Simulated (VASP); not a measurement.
# SrGe2H2 in VASP: further runs

Aim: see how the results for SrGe2H2 move with the level of theory and the settings. Levels: RPBE, r2SCAN. Tasks: single point.

All numbers are computed with VASP 6.6.1; they aren't measurements. Logs are shortened: lines on timing, memory, paths and dates and some standing lists are left out, and cuts for length are marked.

### 1 The cell of the first run

The typed cell holds 5 atoms: a = 4.405 Å, b = 4.405 Å, c = 4.712 Å, α = 90.00°, β = 90.00°, γ = 60.00°.

### 2 Single point, RPBE

INCAR

```
ALGO = Normal ; EDIFF = 1E-7
ENCUT = 520 ; GGA = RP
ISIF = 2 ; ISMEAR = -1
LASPH = T ; LCHARG = T
LELF = T ; LREAL = F
LVHAR = T ; LWAVE = F
NBANDS = 28 ; NELM = 60
PREC = Accurate ; SIGMA = 0.1
```

KPOINTS

```
k-points
0
Gamma
  5 5 4
```

POSCAR

```
SrGe2H2
1.0
    2.2025240000      3.8148810000      0.0000000000
   -2.2025240000      3.8148810000      0.0000000000
    0.0000000000      0.0000000000      4.7116730000
Ge H Sr
2 2 1
Direct
    0.3333000000      0.3334000000      0.4656000000
    0.6667000000      0.6666000000      0.5344000000
    0.3333000000      0.3334000000      0.1067000000
    0.6667000000      0.6666000000      0.8933000000
    0.0000000000      0.0000000000      0.0000000000
```

Potentials or basis: VASP PAW PBE potentials, release 64 (Ge_d, H, Sr_sv).

Launch:

```bash
> cat potpaw_PBE.64/Ge_d/POTCAR potpaw_PBE.64/H/POTCAR potpaw_PBE.64/Sr_sv/POTCAR > POTCAR
> mpirun -np 1 vasp_std > vasp.out
```

OUTCAR:

```text
EDIFF = 1E-7
   ENCUT = 520
   GGA = RP
   ISIF = 2
   ISMEAR = -1
   LASPH = T
   LREAL = F
   NELM = 60
   PREC = Accurate

 ion  position               nearest neighbor table
   1  0.333  0.333  0.466-   3 1.69   2 2.56   2 2.56   2 2.56   5 3.36   5 3.36   5 3.36   5 3.58
                             5 3.58   5 3.58
   2  0.667  0.667  0.534-   4 1.69   1 2.56   1 2.56   1 2.56   5 3.36   5 3.36   5 3.36   5 3.58
                             5 3.58   5 3.58
   3  0.333  0.333  0.107-   1 1.69   5 2.59   5 2.59   5 2.59
   4  0.667  0.667  0.893-   2 1.69   5 2.59   5 2.59   5 2.59
   5  0.000  0.000  0.000-   3 2.59   4 2.59   3 2.59   4 2.59   3 2.59   4 2.59   2 3.36   1 3.36
                             2 3.36   1 3.36   1 3.36   2 3.36   2 3.58   1 3.58   1 3.58   2 3.58

  LATTYP: Found a hexagonal cell.
 ALAT       =     4.4050458584
 C/A-ratio  =     1.0696081611

  Lattice vectors:

 A1 = (   2.2025240000,  -3.8148810000,   0.0000000000)
 A2 = (   2.2025240000,   3.8148810000,   0.0000000000)
 A3 = (   0.0000000000,   0.0000000000,   4.7116730000)

Analysis of symmetry for initial positions (statically):
=====================================================================
 Subroutine PRICEL returns:
 Original cell was already a primitive cell.

 Routine SETGRP: Setting up the symmetry group for a
 hexagonal supercell.

 Subroutine GETGRP returns: Found  4 space group operations
 (whereof  4 operations were pure point group operations)
 out of a pool of 24 trial point group operations.

The static configuration has the point symmetry C_2h.

Analysis of symmetry for dynamics (positions and initial velocities):
=====================================================================
 Subroutine PRICEL returns:
 Original cell was already a primitive cell.

 Routine SETGRP: Setting up the symmetry group for a
 hexagonal supercell.

 Subroutine GETGRP returns: Found  4 space group operations
 (whereof  4 operations were pure point group operations)
 out of a pool of 24 trial point group operations.

The dynamic configuration has the point symmetry C_2h.

 Subroutine INISYM returns: Found  4 space group operations
 (whereof  4 operations are pure point group operations),
 and found     1 'primitive' translations

----------------------------------------------------------------------------------------

                                     Primitive cell

  volume of cell :      79.1784

  direct lattice vectors                    reciprocal lattice vectors
     2.202524000  3.814881000  0.000000000     0.227012282  0.131065687  0.000000000
    -2.202524000  3.814881000  0.000000000    -0.227012282  0.131065687  0.000000000
     0.000000000  0.000000000  4.711673000     0.000000000  0.000000000  0.212238837

  length of vectors
     4.405045858  4.405045858  4.711673000     0.262131247  0.262131247  0.212238837

  position of ions in fractional coordinates (direct lattice)
     0.333300000  0.333400000  0.465600000
     0.666700000  0.666600000  0.534400000
     0.333300000  0.333400000  0.106700000
     0.666700000  0.666600000  0.893300000
     0.000000000  0.000000000  0.000000000

  ion indices of the primitive-cell ions
   primitive index   ion index
                 1           1
                 2           2
                 3           3
                 4           4
                 5           5

----------------------------------------------------------------------------------------

 KPOINTS: k-points

Automatic generation of k-mesh.
 Grid dimensions read from file:
 generate k-points for:    5    5    4

 Generating k-lattice:

  Cartesian coordinates                     Fractional coordinates (reciprocal lattice)
     0.045402456  0.026213137  0.000000000     0.200000000  0.000000000  0.000000000
    -0.045402456  0.026213137  0.000000000     0.000000000  0.200000000  0.000000000
     0.000000000  0.000000000  0.053059709     0.000000000  0.000000000  0.250000000

  Length of vectors
     0.052426249  0.052426249  0.053059709

  Shift w.r.t. Gamma in fractional coordinates (k-lattice)
     0.000000000  0.000000000  0.000000000

 Subroutine IBZKPT returns following result:
 ===========================================

 Found     33 irreducible k-points:

 Following reciprocal coordinates:
            Coordinates               Weight
  0.000000  0.000000  0.000000      1.000000
  0.200000  0.000000  0.000000      4.000000
  0.000000  0.200000  0.000000      2.000000
  0.400000  0.000000  0.000000      4.000000
  0.000000  0.400000  0.000000      2.000000
  0.400000  0.200000  0.000000      2.000000
[... 16 lines left out ...]
 -0.200000  0.400000  0.250000      4.000000
  0.400000 -0.200000  0.250000      4.000000
 [... further k-points ...]
   k-points           NKPTS =     33   k-points in BZ     NKDIM =     33   number of bands    NBANDS=     28
   number of dos      NEDOS =    301   number of ions     NIONS =      5
   total plane-waves  NPLWV =  46656
   dimension x,y,z NGX =    36 NGY =   36 NGZ =   36
   dimension x,y,z NGXF=    72 NGYF=   72 NGZF=   72
   ions per type =               2   2   1
   NGX,Y,Z   is equivalent  to a cutoff of  13.59, 13.59, 12.70 a.u.
   NGXF,Y,Z  is equivalent  to a cutoff of  27.17, 27.17, 25.40 a.u.
 SYSTEM =  unknown system
   PREC   = accura    normal or accurate (medium, high low for compatibility)
   ISTART =      0    job   : 0-new  1-cont  2-samecut
   ICHARG =      2    charge: 1-file 2-atom 10-const
   ISPIN  =      1    spin polarized calculation?
   LNONCOLLINEAR =      F non collinear calculations
   LSORBIT =      F    spin-orbit coupling
   LASPH  =      T    aspherical Exc in radial PAW
   ENCUT  =  520.0 eV  38.22 Ry    6.18 a.u.   8.19  8.19  8.76*2*pi/ulx,y,z
   NELM   =     60;   NELMIN=  2; NELMDL= -5     # of ELM steps
   EDIFF  = 0.1E-06   stopping-criterion for ELM
   LREAL  =      F    real-space projection
   EDIFFG = 0.1E-05   stopping-criterion for IOM
   NSW    =      0    number of steps for IOM
   IBRION =     -1    ionic relax: 0-MD 1-quasi-New 2-CG
   NFREE  =      0    steps in history (QN), initial steepest desc. (CG)
   ISIF   =      2    stress and relaxation
   ISYM   =      2    0-nonsym 1-usesym 2-fastsym
   POTIM  = 0.5000    time-step for ionic-motion
   TEBEG  =    0.0;   TEEND  =   0.0 temperature during run
   PSTRESS=    0.0 pullay stress
   NELECT =      40.0000    total number of electrons
   NUPDOWN=      -1.0000    fix difference up-down
   EMIN   =  10.00;   EMAX   =-10.00  energy-range for DOS
   EFERMI =   0.00;   METHOD = LEGACY
   ISMEAR =    -1;   SIGMA  =   0.10  broadening in eV -4-tet -1-fermi 0-gaus
   EFERMI_NEDOS =   21; number of points for ismear=-14 and -15
   IALGO  =     38    algorithm
   IMIX   =      4    mixing-type and parameters
     AMIX     =   0.40;   BMIX     =  1.00
     AMIX_MAG =   1.60;   BMIX_MAG =  1.00
  volume/ion in A,a.u.               =      15.84       106.86
  Fermi-wavevector in a.u.,A,eV,Ry     =   1.303845  2.463909 23.130058  1.700011
  Thomas-Fermi vector in A             =   2.434820
   LORBIT       =      0    0 simple, 1 ext, 2 COOP (PROOUT), +10 PAW based schemes
   GGA     = RP    functional components
   LHFCALC =     F    Hartree Fock is set to
   AEXX    =    0.0000 exact exchange contribution
   IVDW    =     0    specifies the selected vdW correction
   LEPSILON=     F    determine dielectric tensor
   LRPA    =     F    only Hartree local field effects (RPA)
 non-spin polarized calculation
  energy-cutoff  :      520.00
  volume of cell :       79.18
 maximum number of plane-waves:      2140
 NGX is ok and might be reduce to    36
   NGX = 17   NGY = 17   NGZ = 17

 number of electron      39.9999968 magnetization

 Free energy of the ion-electron system (eV)
  ---------------------------------------------------
  ext. energy  EPLUGINS =         0.00000000
  ---------------------------------------------------
  free energy    TOTEN  =       -16.92761066 eV

  energy without entropy =      -16.85268935  energy(sigma->0) =      -16.89015000

 E-fermi :   5.7124     XC(G=0):  -9.8795

 val. band max:        5.6246237113   @ k =   0.0000   0.2000   0.2500
 cond. band min:       5.7522040214   @ k =   0.4000   0.2000   0.2500
 fundamental gap:      0.1275803102
 Fermi energy:         5.7124013493

 k-point     1 :       0.0000    0.0000    0.0000
  band No.  band energies     occupation
      1     -30.9138      2.00000
      2     -19.8452      2.00000
      3     -19.8294      2.00000
      4     -19.8293      2.00000
      5     -19.8030      2.00000
      6     -19.8029      2.00000
[... 20 lines left out ...]
     27       8.6093      0.00000
     28       8.8282      0.00000

 k-point     2 :       0.2000    0.0000    0.0000
  band No.  band energies     occupation
      1     -30.9110      2.00000
      2     -19.8543      2.00000
      3     -19.8517      2.00000
      4     -19.8428      2.00000
      5     -19.7988      2.00000
      6     -19.7907      2.00000
[... 20 lines left out ...]
     27       9.5720      0.00000
     28       9.8330      0.00000

 k-point     3 :       0.0000    0.2000    0.0000
  band No.  band energies     occupation
      1     -30.9110      2.00000
      2     -19.8541      2.00000
      3     -19.8517      2.00000
      4     -19.8429      2.00000
      5     -19.7989      2.00000
      6     -19.7907      2.00000
[... 20 lines left out ...]
     27       9.5719      0.00000
     28       9.8330      0.00000

 k-point     4 :       0.4000    0.0000    0.0000
  band No.  band energies     occupation
      1     -30.9063      2.00000
      2     -19.8769      2.00000
      3     -19.8746      2.00000
      4     -19.8439      2.00000
      5     -19.8011      2.00000
      6     -19.7730      2.00000
[... 578 lines left out ...]
     27      10.6960      0.00000
     28      11.4952      0.00000

 k-point    23 :      -0.2000    0.4000    0.2500
  band No.  band energies     occupation
      1     -30.9042      2.00000
      2     -19.9011      2.00000
      3     -19.8569      2.00000
      4     -19.8452      2.00000
      5     -19.8036      2.00000
      6     -19.7633      2.00000
[... 20 lines left out ...]
     27      10.6963      0.00000
     28      11.4947      0.00000

 k-point    24 :       0.4000   -0.2000    0.2500
  band No.  band energies     occupation
      1     -30.9042      2.00000
      2     -19.9011      2.00000
      3     -19.8571      2.00000
      4     -19.8451      2.00000
      5     -19.8035      2.00000
      6     -19.7634      2.00000
[... 20 lines left out ...]
     27      10.6961      0.00000
     28      11.4944      0.00000

 [... further k-points ...]
[... 5 lines left out ...]
  --------------------------------------------------------------------------------------
  -------------------------------------------------------------------------------------
  Total        3.9846989      3.9865180      1.7768882      0.0015799      0.0001066     -0.0001847
  in kB       80.6304922     80.6673019     35.9553820      0.0319687      0.0021580     -0.0037366
  external PRESSURE =      65.7510587 kB  Pullay stress =       0.0000000 kB

 VOLUME and BASIS-vectors are now :
 -----------------------------------------------------------------------------
  energy-cutoff  :      520.00
  volume of cell :       79.18
      direct lattice vectors                 reciprocal lattice vectors
     2.202524000  3.814881000  0.000000000     0.227012282  0.131065687  0.000000000
    -2.202524000  3.814881000  0.000000000    -0.227012282  0.131065687  0.000000000
     0.000000000  0.000000000  4.711673000     0.000000000  0.000000000  0.212238837

 POSITION                                       TOTAL-FORCE (eV/Angst)
 -----------------------------------------------------------------------------------
     -0.00022      2.54338      2.19375         0.002244     -0.001295      1.245236
      0.00022      5.08638      2.51792        -0.002244      0.001295     -1.245236
     -0.00022      2.54338      0.50274         0.000410     -0.000237     -0.343292
      0.00022      5.08638      4.20894        -0.000410      0.000237      0.343292
      0.00000      0.00000      0.00000        -0.000000      0.000000      0.000000
 -----------------------------------------------------------------------------------
    total drift:                                0.000000      0.000000     -0.000000

  FREE ENERGIE OF THE ION-ELECTRON SYSTEM (eV)
  ---------------------------------------------------
  free  energy   TOTEN  =       -16.9276106577 eV

  energy  without entropy=      -16.8526893499  energy(sigma->0) =      -16.89015000
```

Wall time 2.9 min (1 thread of Intel Xeon 8259CL, shared host); peak memory 0.25 GiB.

Results:

```
Free energy            : -16.9276 eV
Pressure               : 6.6 GPa
Largest force          : 1.245 eV/Å
Band gap on the k mesh : zero (band 20 reaches 6.00 eV, above the bottom of band 21 at 4.99 eV)
```

Forces in eV/Å, atoms in the order of the input:
```
Ge   0.002 -0.001  1.245
Ge  -0.002  0.001 -1.245
H    0.000  0.000 -0.343
H    0.000  0.000  0.343
Sr   0.000  0.000  0.000
```

Stress tensor (GPa, compression positive):
```
8.06 0.00 0.00
0.00 8.07 0.00
0.00 0.00 3.60
```

Caveat: the PAW data sets were made with another functional, which shifts forces and pressure a little.

(Continued in part 2 of 2.)
